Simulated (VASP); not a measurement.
# In (Im-3m) in VASP: further runs

Runs on In. Level: PBEsol. Tasks: relaxation of cell and atoms, single point.

Program: VASP 6.6.1. These are calculated values, not measurements. Logs are shortened: lines on timing, memory, paths and dates and some standing lists are left out, and cuts for length are marked.

### 1 The cell of the first run

It takes space group Im-3m (No. 229, cubic). The conventional cell has a = 3.712 Å, b = 3.712 Å, c = 3.712 Å, α = 90.00°, β = 90.00°, γ = 90.00°. Within 4.2 Å of In (site symmetry m-3m) lie 14 In at 3.21 to 3.71 Å.

### 2 Relaxation of cell and atoms, PBEsol

Contents of INCAR:

```
ALGO = Normal
EDIFF = 1E-7
EDIFFG = -0.005
ENCUT = 600
GGA = PS
IBRION = 2
ISIF = 3
ISMEAR = -1
LASPH = True
LCHARG = False
LREAL = False
LWAVE = False
NELM = 100
NSW = 60
PREC = Accurate
SIGMA = 0.08
```

Contents of KPOINTS:

```
k-points
0
Gamma
  15 15 15
```

Contents of POSCAR:

```
In
1.0
   -1.8561760959      1.8561760959      1.8561760959
    1.8561760959     -1.8561760959      1.8561760959
    1.8561760959      1.8561760959     -1.8561760959
In
1
Direct
    0.0000000000      0.0000000000      0.0000000000
```

Potentials or basis: VASP PAW PBE potentials, release 64 (In_d).

Run with:

```
$ cat potpaw_PBE.64/In_d/POTCAR > POTCAR
$ mpirun -np 1 vasp_std > vasp.out
```

OUTCAR:

```text
EDIFF = 1E-7
   EDIFFG = -0.005
   ENCUT = 600
   GGA = PS
   IBRION = 2
   ISIF = 3
   ISMEAR = -1
   LASPH = True
   LREAL = False
   NELM = 100
   NSW = 60
   PREC = Accurate

 ion  position               nearest neighbor table
   1  0.000  0.000  0.000-

  LATTYP: Found a body centered cubic cell.
 ALAT       =     3.7123521918

  Lattice vectors:

 A1 = (  -1.8561760959,   1.8561760959,   1.8561760959)
 A2 = (   1.8561760959,  -1.8561760959,   1.8561760959)
 A3 = (   1.8561760959,   1.8561760959,  -1.8561760959)

Analysis of symmetry for initial positions (statically):
=====================================================================
 Subroutine PRICEL returns:
 Original cell was already a primitive cell.

 Routine SETGRP: Setting up the symmetry group for a
 body centered cubic supercell.

 Subroutine GETGRP returns: Found 48 space group operations
 (whereof 48 operations were pure point group operations)
 out of a pool of 48 trial point group operations.

The static configuration has the point symmetry O_h .

Analysis of symmetry for dynamics (positions and initial velocities):
=====================================================================
 Subroutine PRICEL returns:
 Original cell was already a primitive cell.

 Routine SETGRP: Setting up the symmetry group for a
 body centered cubic supercell.

 Subroutine GETGRP returns: Found 48 space group operations
 (whereof 48 operations were pure point group operations)
 out of a pool of 48 trial point group operations.

The dynamic configuration has the point symmetry O_h .

 Subroutine INISYM returns: Found 48 space group operations
 (whereof 48 operations are pure point group operations),
 and found     1 'primitive' translations

----------------------------------------------------------------------------------------

                                     Primitive cell

  volume of cell :      25.5810

  direct lattice vectors                    reciprocal lattice vectors
    -1.856176096  1.856176096  1.856176096     0.000000000  0.269370994  0.269370994
     1.856176096 -1.856176096  1.856176096     0.269370994  0.000000000  0.269370994
     1.856176096  1.856176096 -1.856176096     0.269370994  0.269370994  0.000000000

  length of vectors
     3.214991306  3.214991306  3.214991306     0.380948113  0.380948113  0.380948113

  position of ions in fractional coordinates (direct lattice)
     0.000000000  0.000000000  0.000000000

  ion indices of the primitive-cell ions
   primitive index   ion index
                 1           1

----------------------------------------------------------------------------------------

 KPOINTS: k-points

Automatic generation of k-mesh.
 Grid dimensions read from file:
 generate k-points for:   15   15   15

 Generating k-lattice:

  Cartesian coordinates                     Fractional coordinates (reciprocal lattice)
     0.000000000  0.017958066  0.017958066     0.066666667  0.000000000  0.000000000
     0.017958066  0.000000000  0.017958066     0.000000000  0.066666667  0.000000000
     0.017958066  0.017958066  0.000000000     0.000000000  0.000000000  0.066666667

  Length of vectors
     0.025396541  0.025396541  0.025396541

  Shift w.r.t. Gamma in fractional coordinates (k-lattice)
     0.000000000  0.000000000  0.000000000

 Subroutine IBZKPT returns following result:
 ===========================================

 Found    120 irreducible k-points:

 Following reciprocal coordinates:
            Coordinates               Weight
  0.000000  0.000000  0.000000      1.000000
  0.066667  0.000000  0.000000     12.000000
  0.133333  0.000000  0.000000     12.000000
  0.200000  0.000000  0.000000     12.000000
  0.266667  0.000000  0.000000     12.000000
  0.333333  0.000000  0.000000     12.000000
[... 16 lines left out ...]
  0.333333  0.200000  0.000000     48.000000
  0.400000  0.200000  0.000000     24.000000
 [... further k-points ...]
   k-points           NKPTS =    120   k-points in BZ     NKDIM =    120   number of bands    NBANDS=     10
   number of dos      NEDOS =    301   number of ions     NIONS =      1
   total plane-waves  NPLWV =  21952
   dimension x,y,z NGX =    28 NGY =   28 NGZ =   28
   dimension x,y,z NGXF=    56 NGYF=   56 NGZF=   56
   ions per type =               1
   NGX,Y,Z   is equivalent  to a cutoff of  14.48, 14.48, 14.48 a.u.
   NGXF,Y,Z  is equivalent  to a cutoff of  28.96, 28.96, 28.96 a.u.
 SYSTEM =  unknown system
   PREC   = accura    normal or accurate (medium, high low for compatibility)
   ISTART =      0    job   : 0-new  1-cont  2-samecut
   ICHARG =      2    charge: 1-file 2-atom 10-const
   ISPIN  =      1    spin polarized calculation?
   LNONCOLLINEAR =      F non collinear calculations
   LSORBIT =      F    spin-orbit coupling
   LASPH  =      T    aspherical Exc in radial PAW
   ENCUT  =  600.0 eV  44.10 Ry    6.64 a.u.   6.42  6.42  6.42*2*pi/ulx,y,z
   NELM   =    100;   NELMIN=  2; NELMDL= -5     # of ELM steps
   EDIFF  = 0.1E-06   stopping-criterion for ELM
   LREAL  =      F    real-space projection
   EDIFFG = -.5E-02   stopping-criterion for IOM
   NSW    =     60    number of steps for IOM
   IBRION =      2    ionic relax: 0-MD 1-quasi-New 2-CG
   NFREE  =      1    steps in history (QN), initial steepest desc. (CG)
   ISIF   =      3    stress and relaxation
   ISYM   =      2    0-nonsym 1-usesym 2-fastsym
   POTIM  = 0.5000    time-step for ionic-motion
   TEBEG  =    0.0;   TEEND  =   0.0 temperature during run
   PSTRESS=    0.0 pullay stress
   NELECT =      13.0000    total number of electrons
   NUPDOWN=      -1.0000    fix difference up-down
   EMIN   =  10.00;   EMAX   =-10.00  energy-range for DOS
   EFERMI =   0.00;   METHOD = LEGACY
   ISMEAR =    -1;   SIGMA  =   0.08  broadening in eV -4-tet -1-fermi 0-gaus
   EFERMI_NEDOS =   21; number of points for ismear=-14 and -15
   IALGO  =     38    algorithm
   IMIX   =      4    mixing-type and parameters
     AMIX     =   0.40;   BMIX     =  1.00
     AMIX_MAG =   1.60;   BMIX_MAG =  1.00
  volume/ion in A,a.u.               =      25.58       172.63
  Fermi-wavevector in a.u.,A,eV,Ry     =   1.306422  2.468779 23.221582  1.706738
  Thomas-Fermi vector in A             =   2.437225
   LORBIT       =      0    0 simple, 1 ext, 2 COOP (PROOUT), +10 PAW based schemes
   GGA     = PS    functional components
   LHFCALC =     F    Hartree Fock is set to
   AEXX    =    0.0000 exact exchange contribution
   IVDW    =     0    specifies the selected vdW correction
   LEPSILON=     F    determine dielectric tensor
   LRPA    =     F    only Hartree local field effects (RPA)
 conjugate gradient relaxation of ions
 non-spin polarized calculation
  energy-cutoff  :      600.00
  volume of cell :       25.58
 maximum number of plane-waves:       887
 NGX is ok and might be reduce to    28
   NGX = 13   NGY = 13   NGZ = 13

--------------------------------------- Ionic step        1  -------------------------------------------

 number of electron      12.9999999 magnetization

 Free energy of the ion-electron system (eV)
  ---------------------------------------------------
  ext. energy  EPLUGINS =         0.00000000
  ---------------------------------------------------
  free energy    TOTEN  =        -2.97379963 eV

  energy without entropy =       -2.96353410  energy(sigma->0) =       -2.96866686

------------------------ aborting loop because EDIFF is reached ----------------------------------------

  FORCE on cell =-STRESS in cart. coord.  units (eV):
  Direction    XX          YY          ZZ          XY          YZ          ZX
  --------------------------------------------------------------------------------------
  -------------------------------------------------------------------------------------
  Total        0.0582134      0.0582134      0.0582134     -0.0000000     -0.0000000      0.0000000
  in kB        3.6459956      3.6459956      3.6459956     -0.0000000     -0.0000000      0.0000000
  external PRESSURE =       3.6459956 kB  Pullay stress =       0.0000000 kB

 VOLUME and BASIS-vectors are now :
 -----------------------------------------------------------------------------
  energy-cutoff  :      600.00
  volume of cell :       25.58
      direct lattice vectors                 reciprocal lattice vectors
    -1.856176096  1.856176096  1.856176096     0.000000000  0.269370994  0.269370994
     1.856176096 -1.856176096  1.856176096     0.269370994  0.000000000  0.269370994
     1.856176096  1.856176096 -1.856176096     0.269370994  0.269370994  0.000000000

 POSITION                                       TOTAL-FORCE (eV/Angst)
 -----------------------------------------------------------------------------------
      0.00000      0.00000      0.00000         0.000000      0.000000      0.000000
 -----------------------------------------------------------------------------------
    total drift:                               -0.000000     -0.000000     -0.000000

  FREE ENERGIE OF THE ION-ELECTRON SYSTEM (eV)
  ---------------------------------------------------
  free  energy   TOTEN  =        -2.9737996258 eV

  energy  without entropy=       -2.9635340990  energy(sigma->0) =       -2.96866686

--------------------------------------- Ionic step        2  -------------------------------------------

 number of electron      12.9999997 magnetization

 Free energy of the ion-electron system (eV)
  ---------------------------------------------------
  ext. energy  EPLUGINS =         0.00000000
  ---------------------------------------------------
  free energy    TOTEN  =        -2.97404658 eV

  energy without entropy =       -2.96367316  energy(sigma->0) =       -2.96885987

 E-fermi :   7.5005     XC(G=0): -10.4743

 val. band max:        7.4956991547   @ k =  -0.4667  -0.4667   0.3333
 cond. band min:       7.5331138381   @ k =  -0.4000  -0.4000   0.1333
 fundamental gap:      0.0374146834
 Fermi energy:         7.5005483644

 k-point     1 :       0.0000    0.0000    0.0000
  band No.  band energies     occupation
      1      -7.0927      2.00000
      2      -7.0927      2.00000
      3      -7.0927      2.00000
      4      -6.8014      2.00000
      5      -6.8014      2.00000
      6      -2.1417      2.00000
      7      18.7630      0.00000
      8      18.7630      0.00000
      9      18.7630      0.00000
     10      20.5665      0.00000

 k-point     2 :       0.0667    0.0000    0.0000
  band No.  band energies     occupation
      1      -7.0979      2.00000
      2      -7.0880      2.00000
      3      -7.0733      2.00000
      4      -6.8069      2.00000
      5      -6.8015      2.00000
      6      -2.0376      2.00000
      7      17.6689      0.00000
      8      18.2409      0.00000
      9      18.4979      0.00000
     10      19.9096      0.00000

 k-point     3 :       0.1333    0.0000    0.0000
  band No.  band energies     occupation
      1      -7.1125      2.00000
      2      -7.0773      2.00000
      3      -7.0179      2.00000
      4      -6.8211      2.00000
      5      -6.8020      2.00000
      6      -1.7231      2.00000
      7      15.4147      0.00000
      8      17.1915      0.00000
      9      17.7811      0.00000
     10      19.2987      0.00000
[... 248 lines left out ...]
 k-point    23 :       0.3333    0.2000    0.0000
  band No.  band energies     occupation
      1      -7.1673      2.00000
      2      -7.0455      2.00000
      3      -6.8469      2.00000
      4      -6.8239      2.00000
      5      -6.7056      2.00000
      6       3.0569      2.00000
      7       6.3356      2.00000
      8       9.6140      0.00000
      9      13.9714      0.00000
     10      19.3993      0.00000

 k-point    24 :       0.4000    0.2000    0.0000
  band No.  band energies     occupation
      1      -7.1700      2.00000
      2      -7.0455      2.00000
      3      -6.8495      2.00000
      4      -6.8161      2.00000
      5      -6.6988      2.00000
      6       4.1281      2.00000
      7       5.0911      2.00000
      8       9.4810      0.00000
      9      13.8741      0.00000
     10      19.3344      0.00000

 [... further k-points ...]

------------------------ aborting loop because EDIFF is reached ----------------------------------------

  FORCE on cell =-STRESS in cart. coord.  units (eV):
  Direction    XX          YY          ZZ          XY          YZ          ZX
  --------------------------------------------------------------------------------------
  -------------------------------------------------------------------------------------
  Total       -0.0009413     -0.0009413     -0.0009413     -0.0000000     -0.0000000     -0.0000000
  in kB       -0.0584589     -0.0584589     -0.0584589     -0.0000000     -0.0000000     -0.0000000
  external PRESSURE =      -0.0584589 kB  Pullay stress =       0.0000000 kB

 VOLUME and BASIS-vectors are now :
 -----------------------------------------------------------------------------
  energy-cutoff  :      600.00
  volume of cell :       25.80
      direct lattice vectors                 reciprocal lattice vectors
    -1.861388924  1.861388924  1.861388924     0.000000000  0.268616619  0.268616619
     1.861388924 -1.861388924  1.861388924     0.268616619  0.000000000  0.268616619
     1.861388924  1.861388924 -1.861388924     0.268616619  0.268616619  0.000000000

 POSITION                                       TOTAL-FORCE (eV/Angst)
 -----------------------------------------------------------------------------------
      0.00000      0.00000      0.00000        -0.000000      0.000000      0.000000
 -----------------------------------------------------------------------------------
    total drift:                               -0.000000     -0.000000     -0.000000

  FREE ENERGIE OF THE ION-ELECTRON SYSTEM (eV)
  ---------------------------------------------------
  free  energy   TOTEN  =        -2.9740465809 eV

  energy  without entropy=       -2.9636731572  energy(sigma->0) =       -2.96885987

 reached required accuracy - stopping structural energy minimisation
```

It took 40 s on 1 thread of Intel Xeon 6975P-C, shared host; peak memory 0.19 GiB.

Results:

| Quantity | Value |
| --- | --- |
| Free energy | -2.9740 eV |
| Relaxed volume | 25.80 Å³/atom |
| Relaxed cell | a = 3.224 Å, b = 3.224 Å, c = 3.224 Å, α = 109.47°, β = 109.47°, γ = 109.47° |
| Space group after relaxing (to 0.05 Å) | Im-3m (No. 229) |
| Energy gained by relaxing | 0.2 meV/atom |
| Ionic steps | 2 |
| Pressure after relaxing | 0.0 GPa |

Step by step:
| step | energy change (eV) | largest force (eV/Å) | pressure (GPa) | volume (Å³) |
| --- | --- | --- | --- | --- |
| 1 | 0.0000 | 0.0000 | 0.36 | 25.58 |
| 2 | -0.0002 | 0.0000 | -0.01 | 25.80 |

Final structure:
```
In
1.0
    -1.86139    1.86139    1.86139
     1.86139   -1.86139    1.86139
     1.86139    1.86139   -1.86139
In
1
Cartesian
  0.0000 0.0000 0.0000
```

Caveat: the PAW data sets were made with another functional, which shifts forces and pressure a little; spin-orbit coupling is left out, which moves the levels of the heavy elements.

### 3 Single point, PBEsol (volume scaled by 0.981, to set the pressure)

Contents of INCAR:

```
SYSTEM = In
ALGO = Normal
EDIFF = 1E-6
ENCUT = 520
GGA = PS
ISIF = 2
ISMEAR = -1
LASPH = .TRUE.
LCHARG = .FALSE.
LREAL = .FALSE.
LWAVE = .FALSE.
NBANDS = 12
NELM = 100
PREC = Accurate
SIGMA = 0.08
```

Contents of KPOINTS:

```
k-points
0
G
  15 15 15
  0 0 0
```

Contents of POSCAR:

```
In
1.0
   -1.8489228035      1.8489228035      1.8489228035
    1.8489228035     -1.8489228035      1.8489228035
    1.8489228035      1.8489228035     -1.8489228035
In
1
Direct
    0.0000000000      0.0000000000      0.0000000000
```

Potentials or basis: VASP PAW PBE potentials, release 64 (In_d).

Run with:

```
$ cat potpaw_PBE.64/In_d/POTCAR > POTCAR
$ mpirun -np 1 vasp_std > vasp.out
```

It took 24 s on 1 thread of Intel Xeon Platinum 8259CL at 2.50GHz (Skylake/Cascade Lake), shared host; peak memory 0.16 GiB.

It converged, with:

| Property | Result |
| --- | --- |
| Free energy | -2.9722 eV |
| Pressure | 0.9 GPa |

Levels at points of the mesh, in eV from the Fermi level:
```csv
k point,band 2,band 3,band 4,band 5,band 6,band 7,band 8,band 9,band 10,band 11
"(0.00, 0.00, 0.00)",-14.62,-14.62,-14.31,-14.31,-9.78,11.49,11.49,11.49,13.13,13.13
```

Caveat: the cell differs from its parent crystal (volume scaled by 0.981, to set the pressure); the PAW data sets were made with another functional, which shifts forces and pressure a little; spin-orbit coupling is left out, which moves the levels of the heavy elements.

(Part 1 of 2 ends here.)
